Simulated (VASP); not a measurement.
Set up this calculation in VASP 6.6.1, as the native input.

```yaml
Task: relaxation of cell and atoms
Functional: PBE
Potentials_or_basis: VASP PAW PBE potentials, release 64 (Si, W_sv)
Cutoff: 600 eV
k_mesh: 12 × 12 × 4
Occupations: gaussian, width 0.1 eV
Spin: no spin polarisation
Dipole_correction: no
Further_INCAR_settings: ALGO = Fast; EDIFF = 1e-07; IBRION = 2; EDIFFG = -0.01; NSW = 100; ISIF = 3
```

The structure of Si2W3 lies in POSCAR:

```
Si2W3
1.0
    3.1752411778      0.0000000000      0.0000000000
    0.0000000000      3.1752411778      0.0000000000
    0.0000000000      0.0000000000      9.0313407905
Si W
2 3
Direct
    0.5000000000      0.0000000000      0.0000000000
    0.0000000000      0.5000000000      0.0000000000
    0.0000000000      0.0000000000      0.2254351197
    0.0000000000      0.0000000000      0.7745648803
    0.0000000000      0.0000000000      0.5000000000
```

The cell was generated, and may not be a known phase.

The input as run:

INCAR

```
SYSTEM = Si2W3
PREC     = Accurate       ! precision mode
ENCUT    = 600            ! plane-wave cutoff, eV
EDIFF    = 1E-7           ! SCF threshold, eV
ISMEAR   = 0              ! smearing method
SIGMA    = 0.1            ! smearing width, eV
LREAL    = .FALSE.        ! projectors in reciprocal space
LASPH    = .TRUE.         ! aspherical terms in the spheres
NELM     = 60             ! most SCF steps
ALGO     = Fast           ! electronic algorithm
ISIF     = 3              ! what is computed and relaxed
LWAVE    = .FALSE.        ! write WAVECAR
LCHARG   = .FALSE.        ! write CHGCAR
GGA      = PE             ! functional
IBRION   = 2              ! ionic algorithm
NSW      = 100            ! ionic steps
EDIFFG   = -0.01          ! ionic threshold
```

KPOINTS

```
Automatic mesh
0
G
  12 12 4
  0 0 0
```

Potentials or basis: VASP PAW PBE potentials, release 64 (Si, W_sv).

Launch:

```bash
$ cat potpaw_PBE.64/Si/POTCAR potpaw_PBE.64/W_sv/POTCAR > POTCAR
$ mpirun -np 1 vasp_std > vasp.out
```

It gave:

| Property | Result |
| --- | --- |
| Relaxed volume | 18.16 Å³/atom |
| Relaxed cell | a = 3.160 Å, b = 3.160 Å, c = 9.093 Å, α = 90.00°, β = 90.00°, γ = 90.00° |
| Space group after relaxing (to 0.1 Å) | P4/mmm (No. 123) |
| Energy gained by relaxing | 0.9 meV/atom |
| Ionic steps | 6 |
| Pressure after relaxing | 0.0 GPa |
| Largest force after relaxing | 0.008 eV/Å |
| Band gap on the k mesh | zero (bands 25 and 26 overlap by 1.78 eV) |

Caveat: spin-orbit coupling is left out, which moves the levels of the heavy elements.

Run time: 14 min on 1 thread of AMD EPYC 9R45 96-Core Processor (Zen 5) (shared host), peak memory 0.37 GiB.
